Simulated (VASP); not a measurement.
Crystal: EuO (base).

```
Eu O
1.0
     0.00000    2.57195    2.57195
     2.57195    0.00000    2.57195
     2.57195    2.57195    0.00000
Eu O
1 1
Direct
  0.00000 0.00000 0.00000
  0.50000 0.50000 0.50000
```

```yaml
Program: VASP 6.6.1
Task: relaxation of cell and atoms
Functional: PBE
Potentials_or_basis: VASP PAW PBE potentials, release 64 (Eu, O)
Cutoff: 600 eV
k_mesh: 14 × 14 × 14
Occupations: gaussian, width 0.1 eV
Spin: collinear spin, ferromagnetic start
Starting_moments: "[7.28, 0.0] μB"
```

At the start: pressure -4.4 GPa; volume 17.01 Å³/atom.

Problem. Where does the relaxation end?

Solution. Over 3 steps the energy falls by 12.7 meV/atom and the volume is 16.14 Å³/atom (-5.1 %); space group Fm-3m (No. 225, to 0.05 Å); moment 6.94 μB per cell.

Step by step:
```tsv
step	energy change (eV)	largest force (eV/Å)	pressure (GPa)	volume (Å³)
1	0.0000	0.0000	-4.43	34.03
2	-0.0228	0.0000	1.68	31.76
3	-0.0255	0.0000	0.02	32.29
```

Final structure:
```xyz
2
Lattice="0.0000 2.5273 2.5273 2.5273 0.0000 2.5273 2.5273 2.5273 0.0000" Properties=species:S:1:pos:R:3 pbc="T T T"
Eu    0.0000    0.0000    0.0000
O     2.5273    2.5273    2.5273
```

Caveat: a cell with one magnetic atom can't hold antiferromagnetic order, which such compounds often take; without U or exact exchange the open f shell lies at the Fermi level, which spoils levels, moments and volumes.
